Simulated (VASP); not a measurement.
Runs of VASP 6.6.1 on PtSe2. The structure is that of space group C2/m (No. 12), or close to it. The cells are those of the table. 

| cell | gap on the mesh (eV) | pressure (GPa) | largest force (eV/Å) |
| --- | --- | --- | --- |
| a = 4.300, b = 3.492, c = 4.630 Å, angles 90.0, 90.0, 128.0°, 3 atoms | none | 14.5 | 2.93 |
| a = 3.178, b = 3.826, c = 4.630 Å, angles 90.0, 90.0, 114.5°, 3 atoms | none | 23.8 | 2.29 |
| a = 4.019, b = 3.408, c = 4.630 Å, angles 90.0, 90.0, 126.1°, 3 atoms | none | (a) | 3.30 |
| a = 3.178, b = 4.049, c = 4.630 Å, angles 90.0, 90.0, 113.1°, 3 atoms | none | 11.0 | 1.42 |
| a = 4.300, b = 4.091, c = 4.630 Å, angles 90.0, 90.0, 121.7°, 3 atoms | none | (b) | 1.23 |
| a = 3.458, b = 3.671, c = 4.630 Å, angles 90.0, 90.0, 118.1°, 3 atoms | none | 16.4 | 1.20 |
| a = 3.739, b = 3.531, c = 4.630 Å, angles 90.0, 90.0, 122.0°, 3 atoms | none | 16.5 | 1.27 |

Alike in all rows: task single point; level PBEsol+D3(BJ); potentials or basis VASP PAW PBE potentials, release 64 (Pt, Se); no spin polarisation; k mesh 12 × 12 × 8; cutoff (eV) 520; smearing gaussian 0.15 eV.

Q: Estimate the missing entries.

A: (a) 25.6; (b) -19.3.

Caveats: the PAW data sets were made with another functional, which shifts forces and pressure a little; spin-orbit coupling is left out, which moves the levels of the heavy elements; the stress differs along the axes, from -15 to 43 GPa (at least some runs); the stress differs along the axes, from 6 to 47 GPa (at least some runs); the stress differs along the axes, from -1 to 56 GPa (at least some runs); the stress differs along the axes, from -6 to 30 GPa (at least some runs); the stress differs along the axes, from -26 to -12 GPa (at least some runs).

A k mesh can miss the band edges, and the runs leave out spin-orbit coupling on Pt, Se.

A gap of «none» marks levels without a gap at the run's occupations.
